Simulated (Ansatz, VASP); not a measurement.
**One calculation of InAs, two programs**

The input INCAR:

```
SYSTEM = InAs
ALGO = Normal
EDIFF = 1E-6
ENCUT = 520
GGA = PS
ISIF = 2
ISMEAR = -1
LASPH = .TRUE.
LCHARG = .FALSE.
LREAL = .FALSE.
LWAVE = .FALSE.
NBANDS = 16
NELM = 100
PREC = Accurate
SIGMA = 0.05
```

File KPOINTS:

```
k-points
0
G
  8 8 8
  0 0 0
```

Contents of POSCAR:

```
InAs
1.0
    0.0000000000      2.8579926530      2.8579926530
    2.8579926530      0.0000000000      2.8579926530
    2.8579926530      2.8579926530      0.0000000000
In As
1 1
Direct
    0.5000000000      0.5000000000      0.5000000000
    0.0000000000      0.0000000000      0.0000000000
```

File input.yaml:

```yaml
crystal:
  lattice:
    - [0.0, 2.857992653, 2.857992653]
    - [2.857992653, 0.0, 2.857992653]
    - [2.857992653, 2.857992653, 0.0]
  atoms:
    - { symbol: In, position: [0.5, 0.5, 0.5] }
    - { symbol: As, position: [0.0, 0.0, 0.0] }
hamiltonian:
  xc: pbesol
  pseudopotentials: { kind: paw }
kpoints:
  mp_grid: { grid: [8, 8, 8] }
scf:
  occupations: { method: fermi_dirac, width: 0.05 }
output:
  forces: true
  stress: true
  eigenvalues: true
```

Alike in both runs: task single point; functional PBEsol; k mesh 8 × 8 × 8; occupations fermi-dirac, width 0.05 eV; no spin polarisation.

|  | VASP | Ansatz |
| --- | --- | --- |
| version | VASP 6.6.1 | Ansatz 0.2.0 |
| potentials or method | VASP PAW PBE potentials, release 64 (In_d, As) | Ansatz PAW |
| plane-wave cutoff (eV) | 520 | 420 |
| valence electrons in the cell | 18 | 28 |

VASP gave:

* gap on the k mesh at the Fermi level (eV): none
* pressure (GPa): -2.0

Task: Estimate Ansatz's values.

Result: gap on the k mesh at the Fermi level (eV): none; pressure (GPa): -2.1.

VASP's potentials were made for PBE, not for PBEsol. A gap of «none» marks a metal or a gap that the smearing closes. VASP's potentials hold 18 valence electrons a cell and Ansatz's 28, so a difference there can come from the potentials and not from the codes.
